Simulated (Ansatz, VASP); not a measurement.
**One calculation of C, two programs**

The input INCAR:

```
SYSTEM = C
PREC = Accurate
ENCUT = 520
EDIFF = 1E-7
ISMEAR = 0
SIGMA = 0.05
LREAL = .FALSE.
LASPH = .TRUE.
NELM = 100
ALGO = Normal
ISIF = 2
LWAVE = .FALSE.
LCHARG = .FALSE.
GGA = PE
NBANDS = 11
```

Contents of KPOINTS:

```
Automatic mesh
0
G
  12 12 12
  0 0 0
```

POSCAR

```
C
1.0
    0.0000000000      1.7566490000      1.7834000000
    1.7566490000      0.0000000000      1.7834000000
    1.7566490000      1.7566490000      0.0000000000
C
2
Direct
    0.5000000000      0.5000000000      0.5000000000
    0.7500000000      0.7500000000      0.7500000000
```

Input for Ansatz:

```yaml
crystal:
  lattice:
    - [0.0, 1.756649, 1.7834]
    - [1.756649, 0.0, 1.7834]
    - [1.756649, 1.756649, 0.0]
  atoms:
    - { symbol: C, position: [0.5, 0.5, 0.5] }
    - { symbol: C, position: [0.75, 0.75, 0.75] }
basis:
  ecutwfc: 420
kpoints:
  mp_grid: { grid: [12, 12, 12] }
hamiltonian:
  xc: pbe
scf:
  occupations: { method: gaussian, width: 0.05 }
output:
  forces: true
  stress: true
  eigenvalues: true
```

Change from the starting cell: strain -0.015 along x and y, +0.000 along z, atoms carried along.

Alike in both runs: task single point; functional PBE; k mesh 12 × 12 × 12; occupations gaussian, width 0.05 eV; no spin polarisation.

```csv
,VASP,Ansatz
version,VASP 6.6.1,Ansatz 0.2.0
potentials or method,"VASP PAW PBE potentials, release 64 (C), cutoff 520 eV","scalar-relativistic, plane waves, PAW"
valence electrons in the cell,8,8
```

|  | VASP | Ansatz | Ansatz less VASP |
| --- | --- | --- | --- |
| gap on the k mesh at the Fermi level (eV) | 4.03 | 4.03 | +0.006 |
| least direct gap on the mesh (eV) | 5.53 | 5.54 | +0.005 |
| pressure (GPa) | 16.6 | 15.8 | -0.81 |
| traceless stress, the component that is largest in VASP (GPa) | -9.83 | -9.84 | -0.012 |

With one functional, cell and mesh, what is left measures potentials, basis and numerics.
